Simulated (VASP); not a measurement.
A run of VASP 6.6.1 is set up as follows.

Contents of INCAR:

```
  ALGO = Normal
  EDIFF = 1E-7
  ENCUT = 520
  GGA = CA
  ISIF = 2
  ISMEAR = 0
  LASPH = T
  LCHARG = F
  LREAL = F
  LWAVE = F
  NBANDS = 21
  NELM = 80
  PREC = Accurate
  SIGMA = 0.1
```

KPOINTS

```
k-points
0
Gamma
  14 14 14
```

Contents of POSCAR:

```
Ge
1.0
    0.0000000000      2.8385430923      2.8385430923
    2.8385430923      0.0000000000      2.8385430923
    2.8385430923      2.8385430923      0.0000000000
Ge
2
Direct
    0.5000000000      0.5000000000      0.5000000000
    0.7500000000      0.7500000000      0.7500000000
```

Potentials or basis: VASP PAW LDA potentials, release 64 (Ge_d).

Command:

```bash
$ cat potpaw_LDA.64/Ge_d/POTCAR > POTCAR
$ mpirun -np 1 vasp_std > vasp.out
```

(1) What does it give for the pressure?

(2) Estimate the band gap on the k mesh.

## Answers

(1) -1.8 GPa.

(2) zero (filled and empty bands touch).

Caveat: semilocal functionals underestimate gaps, and a narrow one can read as zero.
